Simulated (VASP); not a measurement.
PbO2:

```
Pb O
1.0
     0.00000    2.70199    2.70199
     2.70199    0.00000    2.70199
     2.70199    2.70199    0.00000
Pb O
1 2
Cartesian
  0.0000 0.0000 0.0000
  4.0530 4.0530 4.0530
  1.3510 1.3510 1.3510
```

| Quantity | Value |
| --- | --- |
| Program | VASP 6.6.1 |
| Task | relaxation of cell and atoms |
| Functional | BLYP |
| Potentials or basis | VASP PAW PBE potentials, release 64 (Pb_d, O) |
| Cutoff | 600 eV |
| k mesh | 9 × 9 × 9 |
| Occupations | fermi-dirac, width 0.05 eV |
| Spin | no spin polarisation |

At the start: pressure 6.7 GPa; volume 13.15 Å³/atom.

Question: Where does the relaxation end?

Answer: Over 3 steps the energy falls by 13.9 meV/atom and the volume is 13.85 Å³/atom (+5.3 %); space group Fm-3m (No. 225, to 0.05 Å).

Step by step:
| step | energy change (eV) | largest force (eV/Å) | pressure (GPa) | volume (Å³) |
| --- | --- | --- | --- | --- |
| 1 | 0.0000 | 0.0000 | 6.66 | 39.45 |
| 2 | -0.0312 | 0.0000 | -2.91 | 42.66 |
| 3 | -0.0416 | 0.0000 | -0.02 | 41.54 |

Final structure:
```yaml
crystal:
  lattice:
    - [0.00000, 2.74885, 2.74885]
    - [2.74885, 0.00000, 2.74885]
    - [2.74885, 2.74885, 0.00000]
  atoms:
    - { symbol: Pb, position: [0.00000, 0.00000, 0.00000] }
    - { symbol: O, position: [0.75000, 0.75000, 0.75000] }
    - { symbol: O, position: [0.25000, 0.25000, 0.25000] }
```

Caveat: the PAW data sets were made with another functional, which shifts forces and pressure a little.
